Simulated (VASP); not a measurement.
# C in VASP: a series of runs, part 2 of 2

VASP 6.6.1.

**3. Single point, r2SCAN**

This run uses another cell than the first one, of 68.46 Å³/atom, 0.873 times its volume.

Input file POSCAR:

```
C
1.0
    2.4657190382      0.0000000000      0.0000000000
   -1.2328595191      2.1353753257      0.0000000000
    0.0000000000      0.0000000000     26.0032200122
C
2
Direct
    0.6666666667      0.3333333333      0.4999999925
    0.3333333333      0.6666666667      0.5000000075
```

Input file INCAR.step1:

```
SYSTEM = C
  PREC = Accurate
  ENCUT = 520
  ISMEAR = 0
  SIGMA = 0.1
  LREAL = .False.
  LASPH = .True.
  NELM = 80
  LDIPOL = .True.
  IDIPOL = 3
  DIPOL = 0.5 0.5 0.500
  NBANDS = 11
  GGA = PE
  ALGO = Normal
  EDIFF = 1E-4
  LWAVE = .True.
  LCHARG = .False.
```

Input file INCAR.step2:

```
SYSTEM = C
  PREC = Accurate
  ENCUT = 520
  EDIFF = 1E-6
  ISMEAR = 0
  SIGMA = 0.1
  LREAL = .False.
  LASPH = .True.
  NELM = 80
  ALGO = Normal
  ISIF = 2
  LWAVE = .False.
  LCHARG = .False.
  LDIPOL = .True.
  IDIPOL = 3
  DIPOL = 0.5 0.5 0.500
  METAGGA = R2SCAN
  LMIXTAU = .True.
  NBANDS = 11
  ISTART = 1
```

Input file KPOINTS:

```
Automatic mesh
0
Gamma
  18 18 1
  0 0 0
```

Potentials or basis: VASP PAW PBE potentials, release 64 (C).

The run is started by

```bash
> cat potpaw_PBE.64/C/POTCAR > POTCAR
> cp INCAR.step1 INCAR
> mpirun -np 1 vasp_std > vasp.out
> cp INCAR.step2 INCAR
> mpirun -np 1 vasp_std > vasp.out
```

OUTCAR:

```text
SYSTEM = C
   PREC = Accurate
   ENCUT = 520
   EDIFF = 1E-6
   ISMEAR = 0
   LREAL = .False.
   LASPH = .True.
   NELM = 80
   ISIF = 2
   METAGGA = R2SCAN
   ISTART = 1

 ion  position               nearest neighbor table
   1  0.667  0.333  0.500-   2 1.42   2 1.42   2 1.42
   2  0.333  0.667  0.500-   1 1.42   1 1.42   1 1.42

  LATTYP: Found a hexagonal cell.
 ALAT       =     2.4657190382
 C/A-ratio  =    10.5458974073

  Lattice vectors:

 A1 = (   2.4657190382,   0.0000000000,   0.0000000000)
 A2 = (  -1.2328595191,   2.1353753257,   0.0000000000)
 A3 = (   0.0000000000,   0.0000000000,  26.0032200122)

Analysis of symmetry for initial positions (statically):
=====================================================================
 Subroutine PRICEL returns:
 Original cell was already a primitive cell.

 Routine SETGRP: Setting up the symmetry group for a
 hexagonal supercell.

 Subroutine GETGRP returns: Found 24 space group operations
 (whereof 24 operations were pure point group operations)
 out of a pool of 24 trial point group operations.

The static configuration has the point symmetry D_6h.

Analysis of symmetry for dynamics (positions and initial velocities):
=====================================================================
 Subroutine PRICEL returns:
 Original cell was already a primitive cell.

 Routine SETGRP: Setting up the symmetry group for a
 hexagonal supercell.

 Subroutine GETGRP returns: Found 24 space group operations
 (whereof 24 operations were pure point group operations)
 out of a pool of 24 trial point group operations.

The dynamic configuration has the point symmetry D_6h.

 Subroutine INISYM returns: Found 24 space group operations
 (whereof 24 operations are pure point group operations),
 and found     1 'primitive' translations

----------------------------------------------------------------------------------------

                                     Primitive cell

  volume of cell :     136.9131

  direct lattice vectors                    reciprocal lattice vectors
     2.465719038  0.000000000  0.000000000     0.405561211  0.234150875  0.000000000
    -1.232859519  2.135375326  0.000000000     0.000000000  0.468301749  0.000000000
     0.000000000  0.000000000 26.003220012     0.000000000  0.000000000  0.038456776

  length of vectors
     2.465719038  2.465719038 26.003220012     0.468301749  0.468301749  0.038456776

  position of ions in fractional coordinates (direct lattice)
     0.666666667  0.333333333  0.499999993
     0.333333333  0.666666667  0.500000007

  ion indices of the primitive-cell ions
   primitive index   ion index
                 1           1
                 2           2

----------------------------------------------------------------------------------------

 KPOINTS: Automatic mesh

Automatic generation of k-mesh.
 Grid dimensions read from file:
 generate k-points for:   18   18    1

 Generating k-lattice:

[... 42 lines left out ...]
 [... further k-points ...]
   k-points           NKPTS =     37   k-points in BZ     NKDIM =     37   number of bands    NBANDS=     11
   number of dos      NEDOS =    301   number of ions     NIONS =      2
   total plane-waves  NPLWV =  63504
   dimension x,y,z NGX =    18 NGY =   18 NGZ =  196
   dimension x,y,z NGXF=    36 NGYF=   36 NGZF=  392
   ions per type =               2
   NGX,Y,Z   is equivalent  to a cutoff of  12.14, 12.14, 12.53 a.u.
   NGXF,Y,Z  is equivalent  to a cutoff of  24.27, 24.27, 25.06 a.u.
 SYSTEM =  C
   PREC   = accura    normal or accurate (medium, high low for compatibility)
   ISTART =      1    job   : 0-new  1-cont  2-samecut
   ICHARG =      0    charge: 1-file 2-atom 10-const
   ISPIN  =      1    spin polarized calculation?
   LNONCOLLINEAR =      F non collinear calculations
   LSORBIT =      F    spin-orbit coupling
   LASPH  =      T    aspherical Exc in radial PAW
   ENCUT  =  520.0 eV  38.22 Ry    6.18 a.u.   4.58  4.58 48.35*2*pi/ulx,y,z
   NELM   =     80;   NELMIN=  2; NELMDL=  0     # of ELM steps
   EDIFF  = 0.1E-05   stopping-criterion for ELM
   LREAL  =      F    real-space projection
   EDIFFG = 0.1E-04   stopping-criterion for IOM
   NSW    =      0    number of steps for IOM
   IBRION =     -1    ionic relax: 0-MD 1-quasi-New 2-CG
   NFREE  =      0    steps in history (QN), initial steepest desc. (CG)
   ISIF   =      2    stress and relaxation
   ISYM   =      2    0-nonsym 1-usesym 2-fastsym
   POTIM  = 0.5000    time-step for ionic-motion
   TEBEG  =    0.0;   TEEND  =   0.0 temperature during run
   PSTRESS=    0.0 pullay stress
   NELECT =       8.0000    total number of electrons
   NUPDOWN=      -1.0000    fix difference up-down
   EMIN   =  10.00;   EMAX   =-10.00  energy-range for DOS
   EFERMI =   0.00;   METHOD = LEGACY
   ISMEAR =     0;   SIGMA  =   0.10  broadening in eV -4-tet -1-fermi 0-gaus
   EFERMI_NEDOS =   21; number of points for ismear=-14 and -15
   IALGO  =     38    algorithm
   IMIX   =      4    mixing-type and parameters
     AMIX     =   0.40;   BMIX     =  1.00
     AMIX_MAG =   1.60;   BMIX_MAG =  1.00
  volume/ion in A,a.u.               =      68.46       461.97
  Fermi-wavevector in a.u.,A,eV,Ry     =   0.635267  1.200481  5.490829  0.403565
  Thomas-Fermi vector in A             =   1.699543
   LORBIT       =      0    0 simple, 1 ext, 2 COOP (PROOUT), +10 PAW based schemes
   METAGGA = R2SCAN    functional components
   LHFCALC =     F    Hartree Fock is set to
   AEXX    =    0.0000 exact exchange contribution
   IVDW    =     0    specifies the selected vdW correction
   LEPSILON=     F    determine dielectric tensor
   LRPA    =     F    only Hartree local field effects (RPA)
 non-spin polarized calculation
 Gauss-broadening in eV      SIGMA  =   0.10
  energy-cutoff  :      520.00
  volume of cell :      136.91
 maximum number of plane-waves:      3744
   NGX =  9   NGY =  9   NGZ = 97

 dipolmoment           0.000000      0.000000      0.000000 electrons x Angstroem

 number of electron       7.9999997 magnetization

 dipolmoment           0.000000      0.000000     -0.000000 electrons x Angstroem

 Free energy of the ion-electron system (eV)
  ---------------------------------------------------
  ext. energy  EPLUGINS =         0.00000000
  ---------------------------------------------------
  free energy    TOTEN  =       -19.84056428 eV

  energy without entropy =      -19.83986775  energy(sigma->0) =      -19.84021602

 E-fermi :  -3.1433     XC(G=0):  -1.6702

 val. band max:       -3.1433445648   @ k =   0.3333   0.3333   0.0000
 cond. band min:      -3.1433443787   @ k =   0.3333   0.3333   0.0000
 fundamental gap:      0.0000001861
 Fermi energy:        -3.1433444711

 k-point     1 :       0.0000    0.0000    0.0000
  band No.  band energies     occupation
      1     -23.9132      2.00000
      2     -11.2065      2.00000
      3      -6.3827      2.00000
      4      -6.3827      2.00000
      5       0.5270      0.00000
      6       1.2006      0.00000
      7       1.2377      0.00000
      8       1.8083      0.00000
      9       2.0360      0.00000
     10       3.0093      0.00000
     11       3.3682      0.00000
[... 309 lines left out ...]
 k-point    24 :       0.3889    0.1111    0.0000
  band No.  band energies     occupation
      1     -18.9828      2.00000
      2     -16.1344      2.00000
      3     -10.8288      2.00000
      4      -5.8365      2.00000
      5      -0.8583      0.00000
      6       5.8516      0.00000
      7       7.2112      0.00000
      8       7.9018      0.00000
      9       8.0493      0.00000
     10       8.5258      0.00000
     11       8.8208      0.00000

 [... further k-points ...]

------------------------ aborting loop because EDIFF is reached ----------------------------------------

 vacuum level on the upper side and lower side of the slab       (xc-potential included)        -0.045        -0.045

  FORCE on cell =-STRESS in cart. coord.  units (eV):
  Direction    XX          YY          ZZ          XY          YZ          ZX
  --------------------------------------------------------------------------------------
  -------------------------------------------------------------------------------------
  Total       -0.4442920     -0.4442920     -0.0112407      0.0000000     -0.0000000      0.0000000
  in kB       -5.1991715     -5.1991715     -0.1315401      0.0000000     -0.0000000      0.0000000
  external PRESSURE =      -3.5099610 kB  Pullay stress =       0.0000000 kB

 VOLUME and BASIS-vectors are now :
 -----------------------------------------------------------------------------
  energy-cutoff  :      520.00
  volume of cell :      136.91
      direct lattice vectors                 reciprocal lattice vectors
     2.465719038  0.000000000  0.000000000     0.405561211  0.234150875  0.000000000
    -1.232859519  2.135375326  0.000000000     0.000000000  0.468301749  0.000000000
     0.000000000  0.000000000 26.003220012     0.000000000  0.000000000  0.038456776

 POSITION                                       TOTAL-FORCE (eV/Angst)
 -----------------------------------------------------------------------------------
      1.23286      0.71179     13.00161         0.000000      0.000000      0.000000
     -0.00000      1.42358     13.00161        -0.000000     -0.000000     -0.000000
 -----------------------------------------------------------------------------------
    total drift:                                0.000000      0.000000      0.000000

  FREE ENERGIE OF THE ION-ELECTRON SYSTEM (eV)
  ---------------------------------------------------
  free  energy   TOTEN  =       -19.8405642827 eV

  energy  without entropy=      -19.8398677523  energy(sigma->0) =      -19.84021602

 vacuum level on the upper side and lower side of the slab         1.106         1.106
```

It took 99 s on 1 thread of Intel Xeon 6975P-C (Granite Rapids), shared host; peak memory 0.26 GiB.

Results:

| Item | Value |
| --- | --- |
| Free energy | -19.8406 eV |
| Band gap on the k mesh | zero (filled and empty bands touch) |

Caveat: the PAW data sets were made with another functional, which shifts forces and pressure a little.

**4. Relaxation of the atoms, PBE+D3(BJ) (biaxial strain -0.040)**

Input file INCAR:

```
SYSTEM = C
PREC = Accurate
ENCUT = 520
EDIFF = 1E-7
ISMEAR = 0
SIGMA = 0.1
LREAL = .False.
LASPH = .True.
NELM = 80
ALGO = Normal
ISIF = 2
LWAVE = .False.
LCHARG = .False.
LDIPOL = .True.
IDIPOL = 3
DIPOL = 0.5 0.5 0.500
GGA = PE
IVDW = 12
IBRION = 2
NSW = 60
EDIFFG = -0.01
```

Input file KPOINTS:

```
regular mesh
0
Gamma
  18 18 1
  0 0 0
```

Input file POSCAR:

```
C
1.0
    2.3670902766      0.0000000000      0.0000000000
   -1.1835451383      2.0499603126      0.0000000000
    0.0000000000      0.0000000000     26.0032200122
C
2
Direct
    0.6666666667      0.3333333333      0.4999999925
    0.3333333333      0.6666666667      0.5000000075
```

The run is started by

```bash
> cat potpaw_PBE.64/C/POTCAR > POTCAR
> mpirun -np 1 vasp_std > vasp.out
```

It took 29 s on 1 thread of Intel Xeon 6975P-C (Granite Rapids), shared host; peak memory 0.24 GiB.

Results (log left out):

| Property | Result |
| --- | --- |
| Free energy | -18.3677 eV |
| Band gap on the k mesh | zero (filled and empty bands touch) |
| Dispersion energy per atom | -0.085 eV |

Final structure:
```
C
1.0
     2.36709    0.00000    0.00000
    -1.18355    2.04996    0.00000
     0.00000    0.00000   26.00322
C
2
Cartesian
  1.1835 0.6833 13.0016
  0.0000 1.3666 13.0016
```

Levels at points of the mesh, in eV from the Fermi level:
```csv
k point,band 1,band 2,band 3,band 4,band 5,band 6,band 7,band 8
"(0.00, 0.00, 0.00)",-20.53,-8.48,-2.98,-2.98,2.87,3.66,3.94,4.40
"(0.50, 0.00, 0.00)",-14.70,-14.05,-6.76,-2.61,1.72,8.62,11.41,11.56
```

Caveat: the cell differs from its parent crystal (biaxial strain -0.040); the relaxation stopped at its first step, so nothing moved.

**5. The runs side by side**

| task | level | cell | gap on the mesh (eV) |
| --- | --- | --- | --- |
| single point | PBE+D3(BJ) | a = 2.638, b = 2.638, c = 26.003 Å, angles 90.0, 90.0, 120.0°, 2 atoms | none |
| single point | r2SCAN | a = 2.466, b = 2.466, c = 26.003 Å, angles 90.0, 90.0, 120.0°, 2 atoms | none |
| relaxation of the atoms | PBE+D3(BJ) | atoms relaxed from a = 2.367, b = 2.367, c = 26.003 Å, angles 90.0, 90.0, 120.0°, 2 atoms | none |

Alike in all rows: potentials or basis VASP PAW PBE potentials, release 64 (C); no spin polarisation; k mesh 18 × 18 × 1; cutoff (eV) 520; smearing gaussian 0.1 eV.

Caveats: the PAW data sets were made with another functional, which shifts forces and pressure a little (some runs); the relaxation stopped at its first step, so nothing moved (some runs).

Total energies depend on the potentials used, so only differences within one code and one set of settings carry meaning.
